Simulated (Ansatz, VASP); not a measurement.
**BaTiO3 in VASP and in Ansatz**

The input POSCAR:

```
BaTiO3
1.0
    2.8681189398      1.6559092420      2.3544374740
   -2.8681189398      1.6559092420      2.3544374740
    0.0000000000     -3.3118184840      2.3544374740
Ba Ti O
1 1 3
Direct
   -0.0032057792     -0.0032057792     -0.0032057792
    0.4833346603      0.4833346603      0.4833346603
    0.5098255442      0.5098255442      0.0194200304
    0.0194200304      0.5098255442      0.5098255442
    0.5098255442      0.0194200304      0.5098255442
```

File INCAR.step1:

```
  PREC = Accurate
  ENCUT = 520
  ISMEAR = 0
  SIGMA = 0.01
  LREAL = F
  LASPH = T
  NELM = 100
  NBANDS = 28
  GGA = PE
  ALGO = Normal
  EDIFF = 1E-4
  LWAVE = T
  LCHARG = F
```

INCAR.step2

```
  PREC = Accurate
  ENCUT = 520
  EDIFF = 1E-7
  ISMEAR = 0
  SIGMA = 0.01
  LREAL = F
  LASPH = T
  NELM = 100
  ALGO = Normal
  ISIF = 2
  LWAVE = F
  LCHARG = F
  METAGGA = R2SCAN
  LMIXTAU = T
  NBANDS = 28
  ISTART = 1
```

KPOINTS

```
regular mesh
0
Gamma
  6 6 6
```

Input for Ansatz:

```yaml
crystal:
  lattice:
    - [2.8681189398, 1.655909242, 2.354437474]
    - [-2.8681189398, 1.655909242, 2.354437474]
    - [0.0, -3.311818484, 2.354437474]
  atoms:
    - { symbol: Ba, position: [-0.0032057792, -0.0032057792, -0.0032057792] }
    - { symbol: Ti, position: [0.4833346603, 0.4833346603, 0.4833346603] }
    - { symbol: O, position: [0.5098255442, 0.5098255442, 0.0194200304] }
    - { symbol: O, position: [0.0194200304, 0.5098255442, 0.5098255442] }
    - { symbol: O, position: [0.5098255442, 0.0194200304, 0.5098255442] }
kpoints:
  mp_grid: { grid: [6, 6, 6] }
hamiltonian:
  xc: r2scan
scf:
  occupations: { method: fixed }
  n_extra_bands: 5
output:
  forces: true
  stress: true
  eigenvalues: true
```

Alike in both runs: task single point; functional r2SCAN; k mesh 6 × 6 × 6; no spin polarisation.

```csv
,VASP,Ansatz
version,VASP 6.6.1,Ansatz 0.2.0
potentials or method,"VASP PAW PBE potentials, release 64 (Ba_sv, Ti_sv, O)","plane waves, PAW"
plane-wave cutoff (eV),520,500
occupations,"gaussian, width 0.01 eV",fixed
valence electrons in the cell,40,40
```

Ansatz gave:

| Property | Result |
| --- | --- |
| gap on the k mesh at the Fermi level (eV) | 2.78 |
| pressure (GPa) | -4.8 |
| traceless stress, the component that is largest in VASP (GPa) | 0.25 |
| rms of the force components (eV/Å) | 0.135 |

Question: Which values does VASP return?

Answer: gap on the k mesh at the Fermi level (eV): 2.76; pressure (GPa): -3.1; traceless stress, the component that is largest in VASP (GPa): 0.16; rms of the force components (eV/Å): 0.075.

VASP's potentials were made for PBE, not for r2SCAN. Atom by atom the forces differ by 0.062 eV/Å (rms over components).

Neither program's run includes spin-orbit coupling.
